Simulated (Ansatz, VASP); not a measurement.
**CaSe4 in VASP and in Ansatz**

```
CELL_PARAMETERS angstrom
5.50489 0.00000 0.00000
-2.75244 4.76737 0.00000
0.00000 0.00000 29.10361
ATOMIC_POSITIONS crystal
Ca 0.00000 0.00000 0.29206
Se 0.33333 0.66667 0.25269
Se 0.33333 0.66667 0.33143
Se 0.66667 0.33333 0.33143
Se 0.66667 0.33333 0.25269
```

Alike in both runs: functional PBE; k mesh 3 × 3 × 1; occupations gaussian, width 0.1 eV; no spin polarisation.

Ansatz relaxed the structure, and its values are those at the end. VASP's run is a single point on that final structure, the one shown.

|  | VASP | Ansatz |
| --- | --- | --- |
| version | VASP 6.6.1 | Ansatz 0.2.0 |
| potentials or method | VASP PAW PBE potentials, release 64 (Ca_sv, Se), cutoff 520 eV | scalar-relativistic, plane waves, PAW |
| valence electrons in the cell | 34 | 74 |

```tsv
	VASP	Ansatz	Ansatz less VASP
gap on the k mesh at the Fermi level (eV)	none	none	-
rms of the force components (eV/Å)	0.016	0.007	-0.0091
```

A gap of «none» marks a metal or a gap that the smearing closes. VASP's potentials hold 34 valence electrons a cell and Ansatz's 74, so a difference there can come from the potentials and not from the codes. Ansatz's warnings: slab cell height set.

The k mesh is coarse, so the values compare programs but aren't converged.
